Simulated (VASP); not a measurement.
# Cu2Sn3 (P-3m1) in VASP: single point with PBE

Aim: the single point of Cu2Sn3 with PBE.

Everything below comes from runs of VASP 6.6.1. Logs are shortened: lines on timing, memory, paths and dates and some standing lists are left out, and cuts for length are marked.

## Step 1: The cell of the first run

Symmetry: P-3m1, No. 164, trigonal system. Conventional cell: a = 3.149 Å, b = 3.149 Å, c = 25.559 Å, α = 90.00°, β = 90.00°, γ = 120.00°. Within 4.1 Å of Cu (site symmetry 3m) lie 3 Sn at 3.14 Å and 9 Cu at 3.14 to 3.15 Å. Within 4.1 Å of Cu (site symmetry 3m) lie 6 Sn at 3.14 Å and 6 Cu at 3.15 Å. Within 4.1 Å of Sn (site symmetry 3m) lie 6 Cu at 3.14 Å and 6 Sn at 3.15 Å. Within 4.1 Å of Sn (site symmetry 3m) lie 12 Sn at 3.14 to 3.15 Å. Within 4.1 Å of Sn (site symmetry 3m) lie 9 Sn at 3.14 to 3.15 Å and 3 Cu at 3.14 Å.

## Step 2: Single point, PBE

The input, INCAR:

```
PREC = Accurate
ENCUT = 520
EDIFF = 1E-7
ISMEAR = 0
SIGMA = 0.1
LREAL = False
LASPH = True
NELM = 80
ALGO = Fast
ISIF = 2
LWAVE = False
LCHARG = False
GGA = PE
NBANDS = 75
```

The input, KPOINTS:

```
regular mesh
0
Gamma
  6 6 1
```

The input, POSCAR:

```
Cu2Sn3
1.0
    3.1492910100      0.0000000000      0.0000000000
   -1.5746455100      2.7273660200      0.0000000000
    0.0000000000      0.0000000000     25.5589446100
Cu Sn
4 6
Direct
    0.3333333300      0.6666666700      0.0500000000
    0.3333333300      0.6666666700      0.2500000000
    0.6666666700      0.3333333300      0.9500000000
    0.6666666700      0.3333333300      0.7500000000
    0.3333333300      0.6666666700      0.8500000000
    0.3333333300      0.6666666700      0.4500000000
    0.3333333300      0.6666666700      0.6500000000
    0.6666666700      0.3333333300      0.1500000000
    0.6666666700      0.3333333300      0.3500000000
    0.6666666700      0.3333333300      0.5500000000
```

Potentials or basis: VASP PAW PBE potentials, release 64 (Cu, Sn_d).

Started as:

```bash
$ cat potpaw_PBE.64/Cu/POTCAR potpaw_PBE.64/Sn_d/POTCAR > POTCAR
$ mpirun -np 1 vasp_std > vasp.out
```

OUTCAR:

```text
PREC = Accurate
   ENCUT = 520
   EDIFF = 1E-7
   ISMEAR = 0
   LREAL = False
   LASPH = True
   NELM = 80
   ISIF = 2
   GGA = PE

 ion  position               nearest neighbor table
   1  0.333  0.667  0.050-   8 3.14   8 3.14   8 3.14
   2  0.333  0.667  0.250-   8 3.14   9 3.14   8 3.14   9 3.14   8 3.14   9 3.14
   3  0.667  0.333  0.950-   5 3.14   5 3.14   5 3.14
   4  0.667  0.333  0.750-   5 3.14   7 3.14   5 3.14   7 3.14   5 3.14   7 3.14
   5  0.333  0.667  0.850-   3 3.14   4 3.14   3 3.14   4 3.14   3 3.14   4 3.14
   6  0.333  0.667  0.450-  10 3.14   9 3.14  10 3.14   9 3.14  10 3.14   9 3.14
   7  0.333  0.667  0.650-   4 3.14  10 3.14   4 3.14  10 3.14   4 3.14  10 3.14
   8  0.667  0.333  0.150-   1 3.14   2 3.14   1 3.14   2 3.14   1 3.14   2 3.14
   9  0.667  0.333  0.350-   2 3.14   6 3.14   2 3.14   6 3.14   2 3.14   6 3.14
  10  0.667  0.333  0.550-   6 3.14   7 3.14   6 3.14   7 3.14   6 3.14   7 3.14

  LATTYP: Found a hexagonal cell.
 ALAT       =     3.1492910100
 C/A-ratio  =     8.1157773381

  Lattice vectors:

 A1 = (   3.1492910100,   0.0000000000,   0.0000000000)
 A2 = (  -1.5746455100,   2.7273660200,   0.0000000000)
 A3 = (   0.0000000000,   0.0000000000,  25.5589446100)

Analysis of symmetry for initial positions (statically):
=====================================================================
 Subroutine PRICEL returns:
 Original cell was already a primitive cell.

 Routine SETGRP: Setting up the symmetry group for a
 hexagonal supercell.

 Subroutine GETGRP returns: Found 12 space group operations
 (whereof 12 operations were pure point group operations)
 out of a pool of 24 trial point group operations.

The static configuration has the point symmetry D_3d.

Analysis of symmetry for dynamics (positions and initial velocities):
=====================================================================
 Subroutine PRICEL returns:
 Original cell was already a primitive cell.

 Routine SETGRP: Setting up the symmetry group for a
 hexagonal supercell.

 Subroutine GETGRP returns: Found 12 space group operations
 (whereof 12 operations were pure point group operations)
 out of a pool of 24 trial point group operations.

The dynamic configuration has the point symmetry D_3d.

 Subroutine INISYM returns: Found 12 space group operations
 (whereof 12 operations are pure point group operations),
 and found     1 'primitive' translations

----------------------------------------------------------------------------------------
[... 101 lines left out ...]
   PSTRESS=    0.0 pullay stress
   NELECT =     128.0000    total number of electrons
   NUPDOWN=      -1.0000    fix difference up-down
   EMIN   =  10.00;   EMAX   =-10.00  energy-range for DOS
   EFERMI =   0.00;   METHOD = LEGACY
   ISMEAR =     0;   SIGMA  =   0.10  broadening in eV -4-tet -1-fermi 0-gaus
   EFERMI_NEDOS =   21; number of points for ismear=-14 and -15
   IALGO  =     68    algorithm
   IMIX   =      4    mixing-type and parameters
     AMIX     =   0.40;   BMIX     =  1.00
     AMIX_MAG =   1.60;   BMIX_MAG =  1.00
  volume/ion in A,a.u.               =      21.95       148.15
  Fermi-wavevector in a.u.,A,eV,Ry     =   1.367661  2.584504 25.449649  1.870496
  Thomas-Fermi vector in A             =   2.493694
   LORBIT       =      0    0 simple, 1 ext, 2 COOP (PROOUT), +10 PAW based schemes
   GGA     = PE    functional components
   LHFCALC =     F    Hartree Fock is set to
   AEXX    =    0.0000 exact exchange contribution
   IVDW    =     0    specifies the selected vdW correction
   LEPSILON=     F    determine dielectric tensor
   LRPA    =     F    only Hartree local field effects (RPA)
 non-spin polarized calculation
 RMM-DIIS sequential band-by-band and
 Gauss-broadening in eV      SIGMA  =   0.10
  energy-cutoff  :      520.00
  volume of cell :      219.53
 maximum number of plane-waves:      5934
 NGX is ok and might be reduce to    24
   NGX = 11   NGY = 11   NGZ = 95

 number of electron     127.9999999 magnetization

 Free energy of the ion-electron system (eV)
  ---------------------------------------------------
  ext. energy  EPLUGINS =         0.00000000
  ---------------------------------------------------
  free energy    TOTEN  =       -33.51456541 eV

  energy without entropy =      -33.46756036  energy(sigma->0) =      -33.49106288

 E-fermi :   7.3921     XC(G=0): -10.6888

 val. band max:        7.3832121403   @ k =   0.3333   0.1667   0.0000
 cond. band min:       7.3947249377   @ k =   0.0000   0.0000   0.0000
 fundamental gap:      0.0115127974
 Fermi energy:         7.3920630450

 k-point     1 :       0.0000    0.0000    0.0000
  band No.  band energies     occupation
      1     -14.3651      2.00000
      2     -14.3496      2.00000
      3     -14.3259      2.00000
      4     -14.3259      2.00000
      5     -14.3253      2.00000
      6     -14.3253      2.00000
[... 535 lines left out ...]
     74       9.6102      0.00000
     75      10.0795      0.00000

------------------------ aborting loop because EDIFF is reached ----------------------------------------

  FORCE on cell =-STRESS in cart. coord.  units (eV):
  Direction    XX          YY          ZZ          XY          YZ          ZX
  --------------------------------------------------------------------------------------
  -------------------------------------------------------------------------------------
  Total        3.2791917      3.2791917     -2.9150614     -0.0000000      0.0000000     -0.0000000
  in kB       23.9319589     23.9319589    -21.2744900     -0.0000000      0.0000000     -0.0000000
  external PRESSURE =       8.8631426 kB  Pullay stress =       0.0000000 kB

 VOLUME and BASIS-vectors are now :
 -----------------------------------------------------------------------------
  energy-cutoff  :      520.00
  volume of cell :      219.53
      direct lattice vectors                 reciprocal lattice vectors
     3.149291010  0.000000000  0.000000000     0.317531786  0.183327063  0.000000000
    -1.574645510  2.727366020  0.000000000     0.000000000  0.366654124  0.000000000
     0.000000000  0.000000000 25.558944610     0.000000000  0.000000000  0.039125246

 POSITION                                       TOTAL-FORCE (eV/Angst)
 -----------------------------------------------------------------------------------
     -0.00000      1.81824      1.27795         0.000000      0.000000     -0.318292
     -0.00000      1.81824      6.38974        -0.000000     -0.000000     -0.043337
      1.57465      0.90912     24.28100        -0.000000      0.000000      0.318292
      1.57465      0.90912     19.16921        -0.000000      0.000000      0.043337
     -0.00000      1.81824     21.72510        -0.000000      0.000000      0.053699
     -0.00000      1.81824     11.50153         0.000000      0.000000      0.501936
     -0.00000      1.81824     16.61331         0.000000      0.000000      2.084555
      1.57465      0.90912      3.83384         0.000000     -0.000000     -0.053699
      1.57465      0.90912      8.94563         0.000000     -0.000000     -2.084555
      1.57465      0.90912     14.05742        -0.000000     -0.000000     -0.501936
 -----------------------------------------------------------------------------------
    total drift:                                0.000000      0.000000      0.000000

  FREE ENERGIE OF THE ION-ELECTRON SYSTEM (eV)
  ---------------------------------------------------
  free  energy   TOTEN  =       -33.5145654083 eV

  energy  without entropy=      -33.4675603551  energy(sigma->0) =      -33.49106288
```

OSZICAR:

```text
N       E                     dE             d eps       ncg     rms          rms(c)
DAV:   1     0.151053658373E+04    0.15105E+04   -0.58304E+04  1098   0.280E+03
DAV:   2     0.267953230925E+03   -0.12426E+04   -0.12200E+04  1050   0.752E+02
DAV:   3    -0.112210222556E+02   -0.27917E+03   -0.27031E+03  1058   0.293E+02
[... 15 lines left out ...]
RMM:  19    -0.335145657129E+02    0.52940E-07   -0.24912E-05  1674   0.177E-02    0.604E-03
RMM:  20    -0.335145653593E+02    0.35353E-06   -0.90055E-06  1492   0.123E-02    0.122E-03
RMM:  21    -0.335145653978E+02   -0.38501E-07   -0.32270E-06  1429   0.689E-03    0.745E-04
RMM:  22    -0.335145654553E+02   -0.57436E-07   -0.14171E-06  1228   0.431E-03    0.606E-04
RMM:  23    -0.335145654083E+02    0.46974E-07   -0.54708E-07   887   0.311E-03
   1 F= -.33514565E+02 E0= -.33491063E+02  d E =-.470051E-01
```

It took 4.4 min on 1 thread of Intel Xeon Platinum 8259CL at 2.50GHz (Skylake/Cascade Lake), shared host; peak memory 0.36 GiB.

Results:

```yaml
Free_energy: -33.5146 eV
Pressure: 0.9 GPa
Largest_force: 2.085 eV/Å
Band_gap_on_the_k_mesh: zero (band 64 reaches 10.12 eV, above the bottom of band 65 at 6.34 eV)
```

Forces on the atoms (eV/Å):
```
Cu   0.000  0.000 -0.318
Cu   0.000  0.000 -0.043
Cu   0.000  0.000  0.318
Cu   0.000  0.000  0.043
Sn   0.000  0.000  0.054
Sn   0.000  0.000  0.502
Sn   0.000  0.000  2.085
Sn   0.000  0.000 -0.054
Sn   0.000  0.000 -2.085
Sn   0.000  0.000 -0.502
```

Caveat: the k points lie up to 0.38 Å⁻¹ apart; spin-orbit coupling is left out, which moves the levels of the heavy elements; forces of over 1 eV/Å act on the atoms, so gaps and moduli don't describe the material at rest.
